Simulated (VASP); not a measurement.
The system is SnS2.

```
Sn S
1.0
     3.63900    0.00000    0.00000
    -1.81950    3.15147    0.00000
     0.00000    0.00000    5.86800
Sn S
1 2
Direct
  0.00000 0.00000 0.00000
  0.33333 0.66667 0.25000
  0.66667 0.33333 0.75000
```

| Quantity | Value |
| --- | --- |
| Program | VASP 6.6.1 |
| Task | relaxation of cell and atoms |
| Functional | PBE |
| Potentials or basis | VASP PAW PBE potentials, release 64 (Sn_d, S) |
| Cutoff | 500 eV |
| k mesh | 6 × 6 × 4 |
| Occupations | gaussian, width 0.01 eV |
| Spin | no spin polarisation |

At the start: pressure 4.2 GPa; volume 22.43 Å³/atom.

How do energy, volume and symmetry change on relaxing?

Over 13 steps the energy falls by 26.5 meV/atom and the volume is 26.30 Å³/atom (+17.3 %); space group P-3m1 (No. 164, to 0.1 Å) before and after.

Step by step:
```tsv
step	energy change (eV)	largest force (eV/Å)	pressure (GPa)	volume (Å³)
1	0.0000	0.2363	4.18	67.30
2	-0.0156	0.5851	-2.53	73.16
3	-0.0408	0.2481	0.14	70.46
4	-0.0456	0.1821	0.11	70.88
5	-0.0503	0.0324	0.05	71.86
6	-0.0547	0.0269	0.08	72.26
7	-0.0651	0.0078	0.19	73.47
8	-0.0751	0.0445	0.63	75.82
9	-0.0758	0.0662	0.85	76.75
10	-0.0787	0.0721	-0.05	78.39
11	-0.0787	0.0690	-0.03	78.36
12	-0.0792	0.0502	-0.06	78.56
13	-0.0795	0.0184	-0.09	78.91
```

Final structure:
```xyz
3
Lattice="3.7063 0.0000 0.0000 -1.8532 3.2098 0.0000 0.0000 0.0000 6.6329" Properties=species:S:1:pos:R:3 pbc="T T T"
Sn    0.0000    0.0000    0.0000
S     0.0000    2.1399    1.4768
S     1.8532    1.0699    5.1560
```

Caveat: the volume moved by over 15 % at a fixed basis, so the end points are rough; this functional lacks dispersion, which binds the layers, so the pressure and a relaxed spacing across them are unreliable.
